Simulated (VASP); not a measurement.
A run of VASP 6.6.1 is set up as follows.

Contents of INCAR:

```
SYSTEM = WC
ALGO = Normal
EDIFF = 1E-7
EDIFFG = -0.005
ENCUT = 600
GGA = PS
IBRION = 2
ISIF = 3
ISMEAR = -1
LASPH = .True.
LCHARG = .False.
LREAL = .False.
LWAVE = .False.
NELM = 100
NSW = 80
PREC = Accurate
PSTRESS = 300.0
SIGMA = 0.05
```

Contents of KPOINTS:

```
k-points
0
Gamma
  10 10 9
  0 0 0
```

POSCAR

```
WC
1.0
    2.9065000000      0.0000000000      0.0000000000
   -1.4532500000      2.5171028361      0.0000000000
    0.0000000000      0.0000000000      2.8366000000
W C
1 1
Direct
    0.0000000000      0.0000000000      0.0000000000
    0.6666666667      0.3333333333      0.5000000000
```

Potentials or basis: VASP PAW PBE potentials, release 64 (W_sv, C).

The run is started by

```bash
$ cat potpaw_PBE.64/W_sv/POTCAR potpaw_PBE.64/C/POTCAR > POTCAR
$ mpirun -np 1 vasp_std > vasp.out
```

(1) What does it give for the space group after relaxing (to 0.1 Å)?

(2) What does it give for the band gap on the k mesh?

(3) Estimate the relaxed volume.

(4) Estimate the relaxed cell.

Answers

(1) P-6m2 (No. 187).

(2) zero (bands 9 and 10 overlap by 1.30 eV).

(3) 9.68 Å³/atom.

(4) a = 2.836 Å, b = 2.836 Å, c = 2.780 Å, α = 90.00°, β = 90.00°, γ = 120.00°.

Caveat: the cell is relaxed towards a set pressure, so the run minimises the enthalpy, not the energy; the PAW data sets were made with another functional, which shifts forces and pressure a little; spin-orbit coupling is left out, which moves the levels of the heavy elements.
